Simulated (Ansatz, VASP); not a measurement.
# Two plane-wave programs on LuScAs2

```
Sc Lu As
1.0
     1.97265    1.13891    6.43352
    -1.97265    1.13891    6.43352
     0.00000   -2.27782    6.43352
Sc Lu As
1 1 2
Direct
  0.00000 0.00000 0.00000
  0.50000 0.50000 0.50000
  0.25287 0.25287 0.25287
  0.74713 0.74713 0.74713
```

Alike in both runs: task single point; functional r2SCAN; k mesh 6 × 6 × 6; no spin polarisation.

|  | VASP | Ansatz |
| --- | --- | --- |
| version | VASP 6.6.1 | Ansatz 0.2.0 |
| potentials or method | VASP PAW PBE potentials, release 64 (Sc_sv, Lu, As) | plane waves |
| plane-wave cutoff (eV) | 520 | 500 |
| occupations | methfessel-paxton of order 1, width 0.5 eV | cold, width 0.5 eV |
| valence electrons in the cell | 46 | 66 |

|  | VASP | Ansatz | Ansatz less VASP |
| --- | --- | --- | --- |
| pressure (GPa) | 0.4 | 0.0 | -0.41 |
| rms of the force components (eV/Å) | 0.006 | 0.001 | -0.0047 |

VASP's potentials were made for PBE, not for r2SCAN. Atom by atom the forces differ by 0.005 eV/Å (rms over components). VASP's potentials hold 46 valence electrons a cell and Ansatz's 66, so a difference there can come from the potentials and not from the codes.

Spin-orbit coupling is off throughout.
